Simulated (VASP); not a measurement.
Set up this calculation in VASP 6.6.1, as the native input.

| Quantity | Value |
| --- | --- |
| Task | electric field gradients |
| Functional | PBEsol |
| Potentials or basis | VASP PAW PBE potentials, release 64 (K_sv, F) |
| Cutoff | 520 eV |
| k mesh | 9 × 9 × 9 |
| Occupations | fermi-dirac, width 0.01 eV |
| Spin | no spin polarisation |
| Dipole correction | no |
| Further INCAR settings | ALGO = Normal; EDIFF = 1e-08; NBANDS = 15 |

The structure of KF lies in POSCAR:

```
KF
1.0
    0.0000000000      2.6373671923      2.6373671923
    2.6373671923      0.0000000000      2.6373671923
    2.6373671923      2.6373671923      0.0000000000
K F
1 1
Direct
    0.0000000000      0.0000000000      0.0000000000
    0.5000000000      0.5000000000      0.5000000000
```

The input as run:

INCAR

```
SYSTEM = KF
PREC     = Accurate       ! precision mode
ENCUT    = 520            ! plane-wave cutoff, eV
EDIFF    = 1E-8           ! SCF threshold, eV
ISMEAR   = -1             ! smearing method
SIGMA    = 0.01           ! smearing width, eV
LREAL    = .FALSE.        ! projectors in reciprocal space
LASPH    = .TRUE.         ! aspherical terms in the spheres
NELM     = 60             ! most SCF steps
ALGO     = Normal         ! electronic algorithm
ISIF     = 2              ! what is computed and relaxed
LWAVE    = .FALSE.        ! write WAVECAR
LCHARG   = .FALSE.        ! write CHGCAR
GGA      = PS             ! functional
LEFG     = .TRUE.       
NBANDS   = 15             ! bands
```

KPOINTS

```
Automatic mesh
0
G
  9 9 9
  0 0 0
```

Potentials or basis: VASP PAW PBE potentials, release 64 (K_sv, F).

Run with:

```sh
$ cat potpaw_PBE.64/K_sv/POTCAR potpaw_PBE.64/F/POTCAR > POTCAR
$ mpirun -np 1 vasp_std > vasp.out
```

Results of the run:

```yaml
Pressure: 0.7 GPa
Band_gap_on_the_k_mesh: 6.23 eV
Largest_electric_field_gradient_by_atom: zero within the noise of the run
```

Caveat: the PAW data sets were made with another functional, which shifts forces and pressure a little; an odd mesh through Γ misses points on the zone boundary, where band edges can lie.

Wall time 47 s on 1 thread of Intel Xeon 8259CL, with other jobs on the host, peak memory 0.16 GiB.
